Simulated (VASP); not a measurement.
# GaN (P6_3mc) in VASP: a series of runs

GaN is run at these levels: r2SCAN; tasks: single point.

Everything below comes from runs of VASP 6.6.1. Logs are shortened: lines on timing, memory, paths and dates and some standing lists are left out, and cuts for length are marked.

### 1 The cell of the first run

Symmetry: P6_3mc, No. 186, hexagonal system. Conventional cell: a = 3.339 Å, b = 3.339 Å, c = 4.908 Å, α = 90.00°, β = 90.00°, γ = 120.00°. Within 2.4 Å of Ga (site symmetry 3m) lie 4 N at 1.84 to 2.02 Å. Within 2.4 Å of N (site symmetry 3m) lie 4 Ga at 1.84 to 2.02 Å.

### 2 Single point, r2SCAN (strain +0.050 along x and y, -0.050 along z)

The input, POSCAR:

```
GaN
1.0
    3.3389996435      0.0000000000      0.0000000000
   -1.6694998218      2.8916585145      0.0000000000
    0.0000000000      0.0000000000      4.9077000000
Ga N
2 2
Direct
    0.3333333333      0.6666666667      0.0000000000
    0.6666666667      0.3333333333      0.5000000000
    0.3333333333      0.6666666667      0.3750000000
    0.6666666667      0.3333333333      0.8750000000
```

The input, INCAR.step1:

```
SYSTEM = GaN
PREC     = Accurate       ! precision mode
ENCUT    = 520            ! plane-wave cutoff, eV
ISMEAR   = 0              ! smearing method
SIGMA    = 0.05           ! smearing width, eV
LREAL    = .FALSE.        ! projectors in reciprocal space
LASPH    = .TRUE.         ! aspherical terms in the spheres
NELM     = 80             ! most SCF steps
NBANDS   = 26             ! bands
GGA      = PE             ! functional
ALGO     = Normal         ! electronic algorithm
EDIFF    = 1E-4           ! SCF threshold, eV
LWAVE    = .TRUE.         ! write WAVECAR
LCHARG   = .FALSE.        ! write CHGCAR
```

The input, INCAR.step2:

```
SYSTEM = GaN
PREC     = Accurate       ! precision mode
ENCUT    = 520            ! plane-wave cutoff, eV
EDIFF    = 1E-6           ! SCF threshold, eV
ISMEAR   = 0              ! smearing method
SIGMA    = 0.05           ! smearing width, eV
LREAL    = .FALSE.        ! projectors in reciprocal space
LASPH    = .TRUE.         ! aspherical terms in the spheres
NELM     = 80             ! most SCF steps
ALGO     = Normal         ! electronic algorithm
ISIF     = 2              ! what is computed and relaxed
LWAVE    = .FALSE.        ! write WAVECAR
LCHARG   = .FALSE.        ! write CHGCAR
METAGGA  = R2SCAN         ! meta-GGA
LMIXTAU  = .TRUE.       
NBANDS   = 26             ! bands
ISTART   = 1
```

The input, KPOINTS:

```
Automatic mesh
0
G
  12 12 6
  0 0 0
```

Potentials or basis: VASP PAW PBE potentials, release 64 (Ga_d, N).

The run is started by

```
$ cat potpaw_PBE.64/Ga_d/POTCAR potpaw_PBE.64/N/POTCAR > POTCAR
$ cp INCAR.step1 INCAR
$ mpirun -np 1 vasp_std > vasp.out
$ cp INCAR.step2 INCAR
$ mpirun -np 1 vasp_std > vasp.out
```

OUTCAR:

```text
SYSTEM = GaN
   PREC = Accurate
   ENCUT = 520
   EDIFF = 1E-6
   ISMEAR = 0
   LREAL = .FALSE.
   LASPH = .TRUE.
   NELM = 80
   ISIF = 2
   METAGGA = R2SCAN
   ISTART = 1

 ion  position               nearest neighbor table
   1  0.333  0.667  0.000-   3 1.84   4 2.02   4 2.02   4 2.02
   2  0.667  0.333  0.500-   4 1.84   3 2.02   3 2.02   3 2.02
   3  0.333  0.667  0.375-   1 1.84   2 2.02   2 2.02   2 2.02
   4  0.667  0.333  0.875-   2 1.84   1 2.02   1 2.02   1 2.02

  LATTYP: Found a hexagonal cell.
 ALAT       =     3.3389996435
 C/A-ratio  =     1.4698114777

  Lattice vectors:

 A1 = (   3.3389996435,   0.0000000000,   0.0000000000)
 A2 = (  -1.6694998218,   2.8916585145,   0.0000000000)
 A3 = (   0.0000000000,   0.0000000000,   4.9077000000)

Analysis of symmetry for initial positions (statically):
=====================================================================
 Subroutine PRICEL returns:
 Original cell was already a primitive cell.

 Routine SETGRP: Setting up the symmetry group for a
 hexagonal supercell.

 Subroutine GETGRP returns: Found 12 space group operations
 (whereof  6 operations were pure point group operations)
 out of a pool of 24 trial point group operations.

The static configuration has the point symmetry C_3v.
 The point group associated with its full space group is C_6v.

Analysis of symmetry for dynamics (positions and initial velocities):
=====================================================================
 Subroutine PRICEL returns:
 Original cell was already a primitive cell.

 Routine SETGRP: Setting up the symmetry group for a
 hexagonal supercell.

 Subroutine GETGRP returns: Found 12 space group operations
 (whereof  6 operations were pure point group operations)
 out of a pool of 24 trial point group operations.

The dynamic configuration has the point symmetry C_3v.
 The point group associated with its full space group is C_6v.

 Subroutine INISYM returns: Found 12 space group operations
 (whereof  6 operations are pure point group operations),
 and found     1 'primitive' translations

----------------------------------------------------------------------------------------

                                     Primitive cell

  volume of cell :      47.3851

  direct lattice vectors                    reciprocal lattice vectors
     3.338999643  0.000000000  0.000000000     0.299490898  0.172911150  0.000000000
    -1.669499822  2.891658514  0.000000000     0.000000000  0.345822301  0.000000000
     0.000000000  0.000000000  4.907700000     0.000000000  0.000000000  0.203761436

  length of vectors
     3.338999643  3.338999644  4.907700000     0.345822301  0.345822301  0.203761436

  position of ions in fractional coordinates (direct lattice)
     0.333333333  0.666666667  0.000000000
     0.666666667  0.333333333  0.500000000
     0.333333333  0.666666667  0.375000000
     0.666666667  0.333333333  0.875000000

  ion indices of the primitive-cell ions
   primitive index   ion index
                 1           1
                 2           2
                 3           3
                 4           4

----------------------------------------------------------------------------------------

 KPOINTS: Automatic mesh

Automatic generation of k-mesh.
 Grid dimensions read from file:
 generate k-points for:   12   12    6

 Generating k-lattice:

  Cartesian coordinates                     Fractional coordinates (reciprocal lattice)
     0.024957575  0.014409263  0.000000000     0.083333333  0.000000000  0.000000000
     0.000000000  0.028818525  0.000000000     0.000000000  0.083333333  0.000000000
     0.000000000  0.000000000  0.033960239     0.000000000  0.000000000  0.166666667

  Length of vectors
     0.028818525  0.028818525  0.033960239

  Shift w.r.t. Gamma in fractional coordinates (k-lattice)
     0.000000000  0.000000000  0.000000000

 Subroutine IBZKPT returns following result:
 ===========================================

 Found     76 irreducible k-points:

 Following reciprocal coordinates:
            Coordinates               Weight
  0.000000  0.000000  0.000000      1.000000
  0.083333  0.000000  0.000000      6.000000
  0.166667 -0.000000  0.000000      6.000000
  0.250000  0.000000  0.000000      6.000000
  0.333333 -0.000000  0.000000      6.000000
  0.416667 -0.000000  0.000000      6.000000
[... 16 lines left out ...]
  0.250000  0.000000  0.166667     12.000000
  0.333333 -0.000000  0.166667     12.000000
 [... further k-points ...]
   k-points           NKPTS =     76   k-points in BZ     NKDIM =     76   number of bands    NBANDS=     26
   number of dos      NEDOS =    301   number of ions     NIONS =      4
   total plane-waves  NPLWV =  31360
   dimension x,y,z NGX =    28 NGY =   28 NGZ =   40
   dimension x,y,z NGXF=    56 NGYF=   56 NGZF=   80
   ions per type =               2   2
   NGX,Y,Z   is equivalent  to a cutoff of  13.94, 13.94, 13.55 a.u.
[... 33 lines left out ...]
  Fermi-wavevector in a.u.,A,eV,Ry     =   1.493809  2.822891 30.360947  2.231467
  Thomas-Fermi vector in A             =   2.606163
   LORBIT       =      0    0 simple, 1 ext, 2 COOP (PROOUT), +10 PAW based schemes
   METAGGA = R2SCAN    functional components
   LHFCALC =     F    Hartree Fock is set to
   AEXX    =    0.0000 exact exchange contribution
   IVDW    =     0    specifies the selected vdW correction
   LEPSILON=     F    determine dielectric tensor
   LRPA    =     F    only Hartree local field effects (RPA)
 non-spin polarized calculation
 Gauss-broadening in eV      SIGMA  =   0.05
  energy-cutoff  :      520.00
  volume of cell :       47.39
 maximum number of plane-waves:      1296
 NGX is ok and might be reduce to    28
   NGX = 13   NGY = 13   NGZ = 19

 number of electron      35.9999990 magnetization

 Free energy of the ion-electron system (eV)
  ---------------------------------------------------
  ext. energy  EPLUGINS =         0.00000000
  ---------------------------------------------------
  free energy    TOTEN  =       -43.37627482 eV

  energy without entropy =      -43.37627482  energy(sigma->0) =      -43.37627482

 E-fermi :   4.9736     XC(G=0): -12.4096

 val. band max:        4.7244518194   @ k =   0.0000   0.0000   0.0000
 cond. band min:       6.7244481808   @ k =   0.0000   0.0000   0.0000
 fundamental gap:      1.9999963615
 Fermi energy:         4.9735871364

 k-point     1 :       0.0000    0.0000    0.0000
  band No.  band energies     occupation
      1     -11.8826      2.00000
      2     -10.9311      2.00000
      3      -9.1392      2.00000
      4      -9.1266      2.00000
      5      -9.1266      2.00000
      6      -9.0408      2.00000
[... 18 lines left out ...]
     25      16.4274      0.00000
     26      18.0589      0.00000

 k-point     2 :       0.0833    0.0000    0.0000
  band No.  band energies     occupation
      1     -11.8269      2.00000
      2     -10.9219      2.00000
      3      -9.1341      2.00000
      4      -9.1209      2.00000
      5      -9.1027      2.00000
      6      -9.0352      2.00000
[... 18 lines left out ...]
     25      16.5861      0.00000
     26      17.9278      0.00000

 k-point     3 :       0.1667   -0.0000    0.0000
  band No.  band energies     occupation
      1     -11.6745      2.00000
      2     -10.8987      2.00000
      3      -9.1163      2.00000
      4      -9.1078      2.00000
      5      -9.0535      2.00000
      6      -9.0029      2.00000
[... 18 lines left out ...]
     25      16.9682      0.00000
     26      17.4166      0.00000

 k-point     4 :       0.2500    0.0000    0.0000
  band No.  band energies     occupation
      1     -11.4673      2.00000
      2     -10.8732      2.00000
      3      -9.0966      2.00000
      4      -9.0941      2.00000
      5      -9.0320      2.00000
      6      -8.9656      2.00000
[... 18 lines left out ...]
     25      16.9706      0.00000
     26      17.4422      0.00000
[... 496 lines left out ...]
      1     -11.5910      2.00000
      2     -10.9125      2.00000
      3      -9.1190      2.00000
      4      -9.1050      2.00000
      5      -9.0544      2.00000
      6      -9.0137      2.00000
[... 18 lines left out ...]
     25      16.6682      0.00000
     26      16.7450      0.00000

 k-point    23 :       0.2500    0.0000    0.1667
  band No.  band energies     occupation
      1     -11.3967      2.00000
      2     -10.8796      2.00000
      3      -9.1012      2.00000
      4      -9.0897      2.00000
      5      -9.0407      2.00000
      6      -8.9756      2.00000
[... 18 lines left out ...]
     25      16.6230      0.00000
     26      17.2288      0.00000

 k-point    24 :       0.3333   -0.0000    0.1667
  band No.  band energies     occupation
      1     -11.2102      2.00000
      2     -10.8558      2.00000
      3      -9.0884      2.00000
      4      -9.0812      2.00000
      5      -9.0275      2.00000
      6      -8.9502      2.00000
[... 18 lines left out ...]
     25      16.7338      0.00000
     26      17.8760      0.00000

 [... further k-points ...]
[... 5 lines left out ...]
  --------------------------------------------------------------------------------------
  -------------------------------------------------------------------------------------
  Total       -5.0109579     -5.0109579      7.1871248      0.0000000     -0.0000000      0.0000000
  in kB     -169.4298605   -169.4298605    243.0101336      0.0000000     -0.0000000      0.0000000
  external PRESSURE =     -31.9498625 kB  Pullay stress =       0.0000000 kB

 VOLUME and BASIS-vectors are now :
 -----------------------------------------------------------------------------
  energy-cutoff  :      520.00
  volume of cell :       47.39
      direct lattice vectors                 reciprocal lattice vectors
     3.338999643  0.000000000  0.000000000     0.299490898  0.172911150  0.000000000
    -1.669499822  2.891658514  0.000000000     0.000000000  0.345822301  0.000000000
     0.000000000  0.000000000  4.907700000     0.000000000  0.000000000  0.203761436

 POSITION                                       TOTAL-FORCE (eV/Angst)
 -----------------------------------------------------------------------------------
     -0.00000      1.92777      0.00000         0.000000     -0.000000     -1.539688
      1.66950      0.96389      2.45385        -0.000000      0.000000     -1.539688
     -0.00000      1.92777      1.84039        -0.000000      0.000000      1.539688
      1.66950      0.96389      4.29424        -0.000000     -0.000000      1.539688
 -----------------------------------------------------------------------------------
    total drift:                                0.000000      0.000001      0.009414

  FREE ENERGIE OF THE ION-ELECTRON SYSTEM (eV)
  ---------------------------------------------------
  free  energy   TOTEN  =       -43.3762748213 eV

  energy  without entropy=      -43.3762748213  energy(sigma->0) =      -43.37627482
```

Wall time 6.2 min (1 thread of Intel Xeon Platinum 8259CL at 2.50GHz (Skylake/Cascade Lake), shared host); peak memory 0.23 GiB.

Results:

```yaml
Free_energy: -43.3763 eV
Pressure: -3.2 GPa
Largest_force: 1.540 eV/Å
Band_gap_on_the_k_mesh: 2.00 eV, direct
```

Forces in eV/Å, atoms in the order of the input:
```
Ga   0.000  0.000 -1.540
Ga   0.000  0.000 -1.540
N    0.000  0.000  1.540
N    0.000  0.000  1.540
```

Stress tensor (GPa, compression positive):
```
-16.94   0.00   0.00
  0.00 -16.94   0.00
  0.00   0.00  24.30
```

Levels at points of the mesh, in eV from the valence-band top:
```tsv
k point	band 14	band 15	band 16	band 17	band 18	band 19	band 20	band 21	band 22	band 23
(0.00, 0.00, 0.00)	-1.55	-1.55	-0.12	-0.12	0.00	2.00	3.58	9.46	9.46	10.40
(0.50, 0.00, 0.00)	-4.82	-4.29	-3.14	-2.30	-0.83	4.71	5.81	7.02	8.98	10.47
(0.00, 0.00, 0.50)	-3.55	-0.85	-0.85	-0.85	-0.85	4.11	4.11	9.54	9.54	9.98
(0.50, 0.00, 0.50)	-6.56	-2.10	-2.10	-1.59	-1.59	4.80	4.80	8.43	8.43	10.60
```

Caveat: the cell differs from its parent crystal (strain +0.050 along x and y, -0.050 along z); the PAW data sets were made with another functional, which shifts forces and pressure a little.

### 3 Single point, r2SCAN (strain +0.000 along x and y, +0.050 along z)

The input, POSCAR:

```
GaN
1.0
    3.1799996605      0.0000000000      0.0000000000
   -1.5899998303      2.7539604900      0.0000000000
    0.0000000000      0.0000000000      5.4243000000
Ga N
2 2
Direct
    0.3333333333      0.6666666667      0.0000000000
    0.6666666667      0.3333333333      0.5000000000
    0.3333333333      0.6666666667      0.3750000000
    0.6666666667      0.3333333333      0.8750000000
```

The input, INCAR.step1:

```
PREC     = Accurate       # precision mode
ENCUT    = 520            # plane-wave cutoff, eV
ISMEAR   = 0              # smearing method
SIGMA    = 0.05           # smearing width, eV
LREAL    = False          # projectors in reciprocal space
LASPH    = True           # aspherical terms in the spheres
NELM     = 100            # most SCF steps
NBANDS   = 26             # bands
GGA      = PE             # functional
ALGO     = Normal         # electronic algorithm
EDIFF    = 1E-4           # SCF threshold, eV
LWAVE    = True           # write WAVECAR
LCHARG   = False          # write CHGCAR
```

The input, INCAR.step2:

```
PREC     = Accurate       # precision mode
ENCUT    = 520            # plane-wave cutoff, eV
EDIFF    = 1E-6           # SCF threshold, eV
ISMEAR   = 0              # smearing method
SIGMA    = 0.05           # smearing width, eV
LREAL    = False          # projectors in reciprocal space
LASPH    = True           # aspherical terms in the spheres
NELM     = 100            # most SCF steps
ALGO     = Normal         # electronic algorithm
ISIF     = 2              # what is computed and relaxed
LWAVE    = False          # write WAVECAR
LCHARG   = False          # write CHGCAR
METAGGA  = R2SCAN         # meta-GGA
LMIXTAU  = True         
NBANDS   = 26             # bands
ISTART   = 1
```

The input, KPOINTS:

```
regular mesh
0
Gamma
  12 12 6
```

Potentials or basis: VASP PAW PBE potentials, release 64 (Ga_d, N).

The run is started by

```
$ cat potpaw_PBE.64/Ga_d/POTCAR potpaw_PBE.64/N/POTCAR > POTCAR
$ cp INCAR.step1 INCAR
$ mpirun -np 1 vasp_std > vasp.out
$ cp INCAR.step2 INCAR
$ mpirun -np 1 vasp_std > vasp.out
```

Run time: 3.4 min. Hardware: 1 thread of Intel Xeon Platinum 8259CL at 2.50GHz (Skylake/Cascade Lake), shared host; peak memory 0.22 GiB.

It converged, with:

```yaml
Free_energy: -43.7169 eV
Pressure: -6.3 GPa
Largest_force: 0.180 eV/Å
Band_gap_on_the_k_mesh: 1.87 eV, direct
```

Forces on the atoms (eV/Å):
```
Ga   0.000  0.000  0.180
Ga   0.000  0.000  0.180
N    0.000  0.000 -0.180
N    0.000  0.000 -0.180
```

Stress tensor (GPa, compression positive):
```
 -1.28   0.00   0.00
  0.00  -1.28   0.00
  0.00   0.00 -16.46
```

Levels at points of the mesh, in eV from the valence-band top:
| k point | band 15 | band 16 | band 17 | band 18 | band 19 | band 20 | band 21 | band 22 |
| --- | --- | --- | --- | --- | --- | --- | --- | --- |
| (0.00, 0.00, 0.00) | -0.87 | -0.23 | 0.00 | 0.00 | 1.87 | 4.90 | 9.29 | 10.38 |
| (0.50, 0.00, 0.00) | -4.13 | -2.56 | -2.17 | -1.07 | 5.69 | 5.74 | 6.03 | 8.66 |
| (0.00, 0.00, 0.50) | -0.44 | -0.44 | -0.44 | -0.44 | 4.55 | 4.55 | 8.67 | 8.67 |
| (0.50, 0.00, 0.50) | -2.08 | -2.08 | -1.87 | -1.87 | 4.54 | 4.54 | 8.00 | 8.00 |

Caveat: the cell differs from its parent crystal (strain +0.000 along x and y, +0.050 along z); the PAW data sets were made with another functional, which shifts forces and pressure a little.

### 4 Single point, r2SCAN (strain +0.025 along x and y, +0.000 along z)

The input, POSCAR:

```
GaN
1.0
    3.2594996520      0.0000000000      0.0000000000
   -1.6297498260      2.8228095022      0.0000000000
    0.0000000000      0.0000000000      5.1660000000
Ga N
2 2
Direct
    0.3333333333      0.6666666667      0.0000000000
    0.6666666667      0.3333333333      0.5000000000
    0.3333333333      0.6666666667      0.3750000000
    0.6666666667      0.3333333333      0.8750000000
```

The input, INCAR.step1:

```
PREC = Accurate
ENCUT = 520
ISMEAR = 0
SIGMA = 0.05
LREAL = False
LASPH = True
NELM = 80
NBANDS = 26
GGA = PE
ALGO = Normal
EDIFF = 1E-4
LWAVE = True
LCHARG = False
```

The input, INCAR.step2:

```
PREC = Accurate
ENCUT = 520
EDIFF = 1E-6
ISMEAR = 0
SIGMA = 0.05
LREAL = False
LASPH = True
NELM = 80
ALGO = Normal
ISIF = 2
LWAVE = False
LCHARG = False
METAGGA = R2SCAN
LMIXTAU = True
NBANDS = 26
ISTART = 1
```

The input, KPOINTS:

```
Automatic mesh
0
Gamma
  12 12 6
```

The run is started by

```
$ cat potpaw_PBE.64/Ga_d/POTCAR potpaw_PBE.64/N/POTCAR > POTCAR
$ cp INCAR.step1 INCAR
$ mpirun -np 1 vasp_std > vasp.out
$ cp INCAR.step2 INCAR
$ mpirun -np 1 vasp_std > vasp.out
```

It took 3.6 min on 1 thread of Intel Xeon Platinum 8259CL at 2.50GHz (Skylake/Cascade Lake), shared host; peak memory 0.22 GiB.

Results (log left out):

| Property | Result |
| --- | --- |
| Free energy | -43.7516 eV |
| Pressure | -6.7 GPa |
| Largest force | 0.364 eV/Å |
| Band gap on the k mesh | 2.07 eV, direct |

Forces on the atoms (eV/Å):
```
Ga   0.000  0.000 -0.364
Ga   0.000  0.000 -0.364
N    0.000  0.000  0.364
N    0.000  0.000  0.364
```

Stress tensor (GPa, compression positive):
```
-10.28   0.00   0.00
  0.00 -10.28   0.00
  0.00   0.00   0.45
```

Levels at points of the mesh, in eV from the valence-band top:
```csv
k point,band 16,band 17,band 18,band 19,band 20,band 21
"(0.00, 0.00, 0.00)",-0.01,-0.01,0.00,2.07,4.29,9.88
"(0.50, 0.00, 0.00)",-2.78,-2.16,-0.91,5.27,5.86,6.60
"(0.00, 0.00, 0.50)",-0.59,-0.59,-0.59,4.39,4.39,9.10
"(0.50, 0.00, 0.50)",-1.92,-1.79,-1.79,4.79,4.79,8.22
```

Caveat: the cell differs from its parent crystal (strain +0.025 along x and y, +0.000 along z); the PAW data sets were made with another functional, which shifts forces and pressure a little.

### 5 Summary

| cell | gap on the mesh (eV) | pressure (GPa) | largest force (eV/Å) |
| --- | --- | --- | --- |
| a = 3.339, b = 3.339, c = 4.908 Å, angles 90.0, 90.0, 120.0°, 4 atoms | 2.00 | -3.2 | 1.54 |
| a = 3.180, b = 3.180, c = 5.424 Å, angles 90.0, 90.0, 120.0°, 4 atoms | 1.87 | -6.3 | 0.18 |
| a = 3.259, b = 3.259, c = 5.166 Å, angles 90.0, 90.0, 120.0°, 4 atoms | 2.07 | -6.7 | 0.36 |

Alike in all rows: task single point; level r2SCAN; potentials or basis VASP PAW PBE potentials, release 64 (Ga_d, N); no spin polarisation; k mesh 12 × 12 × 6; cutoff (eV) 520; smearing gaussian 0.05 eV.

Caveats: the PAW data sets were made with another functional, which shifts forces and pressure a little.

Absolute energies hang on the potentials; compare differences alone.
